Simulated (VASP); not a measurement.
Input of a VASP 6.6.1 run:

POSCAR

```
Li2BrCl
1.0
    1.8760659209      1.0831471644      6.1164156592
   -1.8760659209      1.0831471644      6.1164156592
    0.0000000000     -2.1662943289      6.1164156591
Cl Br Li
1 1 2
Direct
    1.0000000000      0.0000000000      0.0000000000
    0.5000000000      0.5000000000      0.5000000000
    0.2543610291      0.2543610291      0.2543610291
    0.7456389709      0.7456389709      0.7456389709
```

INCAR.step1

```
SYSTEM = Li2BrCl
PREC     = Accurate       ! precision mode
ENCUT    = 520            ! plane-wave cutoff, eV
ISMEAR   = 0              ! smearing method
SIGMA    = 0.01           ! smearing width, eV
LREAL    = .FALSE.        ! projectors in reciprocal space
LASPH    = .TRUE.         ! aspherical terms in the spheres
NELM     = 60             ! most SCF steps
NBANDS   = 18             ! bands
GGA      = PE             ! functional
ALGO     = Normal         ! electronic algorithm
EDIFF    = 1E-4           ! SCF threshold, eV
LWAVE    = .TRUE.         ! write WAVECAR
LCHARG   = .FALSE.        ! write CHGCAR
```

INCAR.step2

```
SYSTEM = Li2BrCl
PREC     = Accurate       ! precision mode
ENCUT    = 520            ! plane-wave cutoff, eV
EDIFF    = 1E-6           ! SCF threshold, eV
ISMEAR   = 0              ! smearing method
SIGMA    = 0.01           ! smearing width, eV
LREAL    = .FALSE.        ! projectors in reciprocal space
LASPH    = .TRUE.         ! aspherical terms in the spheres
NELM     = 60             ! most SCF steps
ALGO     = Normal         ! electronic algorithm
ISIF     = 2              ! what is computed and relaxed
LWAVE    = .FALSE.        ! write WAVECAR
LCHARG   = .TRUE.         ! write CHGCAR
METAGGA  = R2SCAN         ! meta-GGA
LMIXTAU  = .TRUE.       
LELF     = .TRUE.         ! ELF
LVHAR    = .TRUE.       
NBANDS   = 18             ! bands
ISTART   = 1
```

The input KPOINTS:

```
Automatic mesh
0
G
  8 8 8
  0 0 0
```

Potentials or basis: VASP PAW PBE potentials, release 64 (Cl, Br, Li_sv).

The run is started by

```sh
$ cat potpaw_PBE.64/Cl/POTCAR potpaw_PBE.64/Br/POTCAR potpaw_PBE.64/Li_sv/POTCAR > POTCAR
$ cp INCAR.step1 INCAR
$ mpirun -np 1 vasp_std > vasp.out
$ cp INCAR.step2 INCAR
$ mpirun -np 1 vasp_std > vasp.out
```

Question: Estimate the band gap on the k mesh.

Answer: 5.96 eV, direct.

Question: Estimate the largest force.

Answer: 0.028 eV/Å.

Forces on the atoms (eV/Å):
```
Cl   0.000  0.000  0.000
Br   0.000  0.000  0.000
Li   0.000  0.000 -0.028
Li   0.000  0.000  0.028
```

Caveat: the PAW data sets were made with another functional, which shifts forces and pressure a little. A k mesh can miss the band edges.
